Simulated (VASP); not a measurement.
## LiH: single point with r2SCAN

Crystal: LiH.

```
CELL_PARAMETERS angstrom
0.00000 1.98211 1.98211
1.98211 0.00000 1.98211
1.98211 1.98211 0.00000
ATOMIC_POSITIONS crystal
Li 0.00000 0.00000 0.00000
H 0.50000 0.50000 0.50000
```

This cell differs from its parent crystal: volume scaled by 0.97.

```json
{
 "Program": "VASP 6.6.1",
 "Task": "single point",
 "Functional": "r2SCAN",
 "Potentials or basis": "VASP PAW PBE potentials, release 64 (Li_sv, H)",
 "Cutoff": "520 eV",
 "k mesh": "10 × 10 × 10",
 "Occupations": "gaussian, width 0.02 eV",
 "Spin": "no spin polarisation",
 "Dipole correction": "no",
 "Further INCAR settings": "ALGO = Normal; EDIFF = 1e-07; NBANDS = 9"
}
```

```json
{"Band gap on the k mesh": "3.56 eV, direct"}
```

Levels at points of the mesh, in eV from the valence-band top:
```tsv
k point	band 1	band 2	band 3	band 4	band 5
(0.00, 0.00, 0.00)	-45.70	-5.57	18.09	19.76	19.76
(0.50, 0.00, 0.00)	-45.65	-2.73	5.76	15.25	18.49
(0.50, 0.50, 0.00)	-45.64	0.00	3.56	11.92	11.92
```

Wall time 15 s on 1 thread of Intel(R) Xeon(R) 6975P-C (Granite Rapids), on a shared host, peak memory 0.13 GiB.

 A k mesh can miss the band edges.
